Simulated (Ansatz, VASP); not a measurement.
Two plane-wave programs on HfN

```xyz
2
Lattice="0.0000 2.2341 2.2341 2.2341 0.0000 2.2341 2.2341 2.2341 0.0000" Properties=species:S:1:pos:R:3 pbc="T T T"
Hf    0.0000    0.0000    0.0000
N     2.2341    2.2341    2.2341
```

Alike in both runs: task relaxation of cell and atoms; functional LDA; k mesh 16 × 16 × 16; occupations fermi-dirac, width 0.15 eV; no spin polarisation.

```csv
,VASP,Ansatz
version,VASP 6.6.1,Ansatz 0.2.0
potentials or method,"VASP PAW LDA potentials, release 64 (Hf_pv, N), cutoff 600 eV","scalar-relativistic, plane waves, PAW"
valence electrons in the cell,15,31
```

VASP gave:

| Property | Result |
| --- | --- |
| gap on the k mesh at the Fermi level, each at its own relaxed structure (eV) | none |
| relaxed volume (Å³/atom) | 11.11 |
| relaxed cell length with the largest relative difference (Å) | 3.156 |

Task: What did Ansatz give for the same quantities?

Result: gap on the k mesh at the Fermi level, each at its own relaxed structure (eV): none; relaxed volume (Å³/atom): 11.16; relaxed cell length with the largest relative difference (Å): 3.160.

Ansatz warns that its potentials were made for another functional, while VASP's fit it. LDA's correlation is that of Perdew and Zunger in VASP and of Perdew and Wang (1992) in Ansatz. A gap of «none» marks a metal or a gap that the smearing closes. VASP's potentials hold 15 valence electrons a cell and Ansatz's 31, so a difference there can come from the potentials and not from the codes.

Neither program's run includes spin-orbit coupling.
